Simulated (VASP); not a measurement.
# Mg (Cmcm) in VASP: further runs, part 2 of 2

VASP 6.6.1. Earlier steps stand in the parts before.

## 5. Relaxation of the atoms, PBE

This run uses another cell than the first one, of 23.00 Å³/atom.

INCAR reads:

```
PREC = Accurate
ENCUT = 520
EDIFF = 1E-6
ISMEAR = -1
SIGMA = 0.05
LREAL = False
LASPH = True
NELM = 60
ALGO = Normal
ISIF = 2
LWAVE = False
LCHARG = False
GGA = PE
IBRION = 2
NSW = 80
EDIFFG = -0.02
```

KPOINTS reads:

```
Automatic mesh
0
Gamma
  10 10 5
```

POSCAR reads:

```
Mg
1.0
    3.1772070000      0.0000000000      0.0000000000
   -1.5886035000      2.7793353284      0.0000000000
    0.0000000000      0.0000000000      5.2103000000
Mg
2
Direct
    0.6666666667      0.3333333333      0.7500000000
    0.3333333333      0.6666666667      0.2500000000
```

Potentials or basis: VASP PAW PBE potentials, release 64 (Mg).

Launch:

```sh
$ cat potpaw_PBE.64/Mg/POTCAR > POTCAR
$ mpirun -np 1 vasp_std > vasp.out
```

OUTCAR:

```text
PREC = Accurate
   ENCUT = 520
   EDIFF = 1E-6
   ISMEAR = -1
   LREAL = False
   LASPH = True
   NELM = 60
   ISIF = 2
   GGA = PE
   IBRION = 2
   NSW = 80
   EDIFFG = -0.02

 ion  position               nearest neighbor table
   1  0.667  0.333  0.750-   2 3.19   2 3.19   2 3.19   2 3.19   2 3.20   2 3.20
   2  0.333  0.667  0.250-   1 3.19   1 3.19   1 3.19   1 3.19   1 3.20   1 3.20

  LATTYP: Found a base centered orthorhombic cell.
 ALAT       =     3.1772070000
 B/A-ratio  =     1.7495462703
 C/A-ratio  =     1.6398994463

  Lattice vectors:

 A1 = (   1.5886035000,  -2.7793353284,   0.0000000000)
 A2 = (   1.5886035000,   2.7793353284,   0.0000000000)
 A3 = (   0.0000000000,   0.0000000000,   5.2103000000)

Analysis of symmetry for initial positions (statically):
=====================================================================
 Subroutine PRICEL returns:
 Original cell was already a primitive cell.

 Routine SETGRP: Setting up the symmetry group for a
 base centered orthorhombic supercell.

 Subroutine GETGRP returns: Found  8 space group operations
 (whereof  4 operations were pure point group operations)
 out of a pool of  8 trial point group operations.
[... 169 lines left out ...]
 fundamental gap:      0.0174868519
 Fermi energy:         2.6508016024

 k-point     1 :       0.0000    0.0000    0.0000
  band No.  band energies     occupation
      1      -4.3000      2.00000
      2       0.9174      2.00000
      3       1.3341      2.00000
      4      13.4875      0.00000
      5      13.6159      0.00000
      6      13.7156      0.00000
[... 199 lines left out ...]
 k-point    24 :       0.1000    0.3000    0.0000
  band No.  band energies     occupation
      1      -1.7903      2.00000
      2       3.2455      0.00001
      3       3.2748      0.00001
      4       4.3821      0.00000
      5       7.5907      0.00000
      6       8.6598      0.00000

 [... further k-points ...]

------------------------ aborting loop because EDIFF is reached ----------------------------------------

  FORCE on cell =-STRESS in cart. coord.  units (eV):
  Direction    XX          YY          ZZ          XY          YZ          ZX
  --------------------------------------------------------------------------------------
  -------------------------------------------------------------------------------------
  Total       -0.1482410     -0.1589859      0.1885504      0.0000000     -0.0000000      0.0000000
  in kB       -5.1621377     -5.5363054      6.5658173      0.0000000     -0.0000000      0.0000000
  external PRESSURE =      -1.3775420 kB  Pullay stress =       0.0000000 kB

 VOLUME and BASIS-vectors are now :
 -----------------------------------------------------------------------------
  energy-cutoff  :      520.00
  volume of cell :       46.01
      direct lattice vectors                 reciprocal lattice vectors
     3.177207000  0.000000000  0.000000000     0.314741847  0.179899127  0.000000000
    -1.588603500  2.779335328  0.000000000     0.000000000  0.359798255  0.000000000
     0.000000000  0.000000000  5.210300000     0.000000000  0.000000000  0.191927528

 POSITION                                       TOTAL-FORCE (eV/Angst)
 -----------------------------------------------------------------------------------
      1.58860      0.92645      3.90773        -0.000000     -0.007185      0.000000
     -0.00000      1.85289      1.30258         0.000000      0.007185     -0.000000
 -----------------------------------------------------------------------------------
    total drift:                                0.000000     -0.000000      0.000000

  FREE ENERGIE OF THE ION-ELECTRON SYSTEM (eV)
  ---------------------------------------------------
  free  energy   TOTEN  =        -3.0085395791 eV

  energy  without entropy=       -2.9971966414  energy(sigma->0) =       -3.00286811

 reached required accuracy - stopping structural energy minimisation
```

OSZICAR:

```text
N       E                     dE             d eps       ncg     rms          rms(c)
DAV:   1    -0.149683454399E+00   -0.14968E+00   -0.12966E+03  1116   0.473E+02
DAV:   2    -0.300352567658E+01   -0.28538E+01   -0.26476E+01  1512   0.282E+01
DAV:   3    -0.302200712412E+01   -0.18481E-01   -0.18077E-01  1530   0.306E+00
DAV:   4    -0.302207087431E+01   -0.63750E-04   -0.63745E-04  1596   0.154E-01
DAV:   5    -0.302207109071E+01   -0.21639E-06   -0.21652E-06  1524   0.651E-03    0.954E-01
DAV:   6    -0.301596290078E+01    0.61082E-02   -0.63681E-04  1446   0.290E-01    0.611E-01
DAV:   7    -0.300852934591E+01    0.74336E-02   -0.24698E-03  1224   0.502E-01    0.340E-02
DAV:   8    -0.300854118545E+01   -0.11840E-04   -0.14093E-05  1794   0.332E-02    0.746E-03
DAV:   9    -0.300853980515E+01    0.13803E-05   -0.11842E-06  1254   0.776E-03    0.628E-04
DAV:  10    -0.300853957908E+01    0.22607E-06   -0.68384E-09   804   0.731E-04
   1 F= -.30085396E+01 E0= -.30028681E+01  d E =-.300854E+01
```

CONTCAR:

```text
Mg
   1.00000000000000
     3.1772070000000001    0.0000000000000000    0.0000000000000000
    -1.5886035000000001    2.7793353284000002    0.0000000000000000
     0.0000000000000000    0.0000000000000000    5.2103000000000002
  Mg
     2
Direct
     0.6666666667000030    0.3333333332999970    0.7500000000000000
     0.3333333332999970    0.6666666667000030    0.2500000000000000

  0.00000000E+00  0.00000000E+00  0.00000000E+00
  0.00000000E+00  0.00000000E+00  0.00000000E+00
```

Run time: 9.6 s. Hardware: 1 thread of Oxide Virtual Turin-like, shared host; peak memory 0.14 GiB.

Results:

| Quantity | Value |
| --- | --- |
| Free energy | -3.0085 eV |
| Pressure after relaxing | -0.1 GPa |
| Largest force after relaxing | 0.007 eV/Å |
| Band gap on the k mesh | zero (bands 2 and 3 overlap by 1.95 eV) |

Forces on the atoms (eV/Å):
```
Mg   0.000 -0.007  0.000
Mg   0.000  0.007  0.000
```

Stress tensor (GPa, compression positive):
```
-0.52  0.00  0.00
 0.00 -0.55  0.00
 0.00  0.00  0.66
```

Final structure:
```
Mg
1.0
     3.17721    0.00000    0.00000
    -1.58860    2.77934    0.00000
     0.00000    0.00000    5.21030
Mg
2
Direct
  0.66667 0.33333 0.75000
  0.33333 0.66667 0.25000
```

Levels at points of the mesh, in eV from the Fermi level:
```csv
k point,band 1,band 2,band 3,band 4,band 5,band 6
"(0.00, 0.00, 0.00)",-6.95,-1.73,-1.32,10.84,10.97,11.06
"(0.50, 0.00, 0.00)",-2.14,-2.11,2.65,3.00,3.23,3.66
"(0.00, 0.50, 0.00)",-2.20,-2.19,2.57,2.95,3.17,3.59
```

Caveat: the relaxation stopped at its first step, so nothing moved.

## 6. Summary

| task | cell | gap on the mesh (eV) | pressure (GPa) | largest force (eV/Å) |
| --- | --- | --- | --- | --- |
| single point | a = 3.145, b = 3.193, c = 5.210 Å, angles 90.0, 90.0, 119.5°, 2 atoms | none | 0.2 | 0.01 |
| single point | a = 3.177, b = 3.201, c = 5.210 Å, angles 90.0, 90.0, 119.8°, 2 atoms | none | -0.1 | 0.01 |
| relaxation of the atoms | atoms relaxed from a = 3.145, b = 3.193, c = 5.210 Å, angles 90.0, 90.0, 119.5°, 2 atoms | none | 0.2 | 0.01 |
| relaxation of the atoms | atoms relaxed from a = 3.177, b = 3.201, c = 5.210 Å, angles 90.0, 90.0, 119.8°, 2 atoms | none | -0.1 | 0.01 |

Alike in all rows: level PBE; potentials or basis VASP PAW PBE potentials, release 64 (Mg); no spin polarisation; k mesh 10 × 10 × 5; cutoff (eV) 520; smearing fermi-dirac 0.05 eV.

Caveats: the relaxation stopped at its first step, so nothing moved (at least some runs).

Absolute energies hang on the potentials; compare differences alone.
